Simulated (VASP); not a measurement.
Rh12O, 13 atoms in the cell. The cell holds a slab with vacuum, 13 atoms: a = 5.417 Å, b = 5.417 Å, c = 19.797 Å, α = 90.00°, β = 90.00°, γ = 120.00°. 

* Program: VASP 6.6.1
* Task: relaxation of the atoms
* Functional: PBE
* Potentials or basis: VASP PAW PBE potentials, release 64 (Rh_pv, O)
* Cutoff: 520 eV
* k mesh: 6 × 6 × 1
* Occupations: gaussian, width 0.1 eV
* Spin: no spin polarisation
* Dipole correction: yes
* Atoms held fixed (from 0): [0, 1, 2, 3, 4, 5, 6, 7, 8, 9, 10, 11]
* Further INCAR settings: ALGO = Normal; EDIFF = 1e-07; NELMDL = -8; IBRION = 2; EDIFFG = -0.025; NSW = 36
* Atoms held along some axes (from 0): atom 12 along a and b

Potentials or basis: VASP PAW PBE potentials, release 64 (Rh_pv, O).

Command:

```console
$ cat potpaw_PBE.64/Rh_pv/POTCAR potpaw_PBE.64/O/POTCAR > POTCAR
$ mpirun -np 4 vasp_std > vasp.out
```

Hardware: 4 MPI ranks on Intel(R) Xeon(R) Platinum 8259CL CPU @ 2.50GHz (Skylake/Cascade Lake) (shared host).

Task: How long does it take, and how much memory?

Result: Run time: 22 min on 4 MPI ranks on Intel(R) Xeon(R) Platinum 8259CL CPU @ 2.50GHz (Skylake/Cascade Lake), with other jobs on the host, peak memory 0.76 GiB a rank. Counts: scf iterations 77, k points 7, ion steps 3.
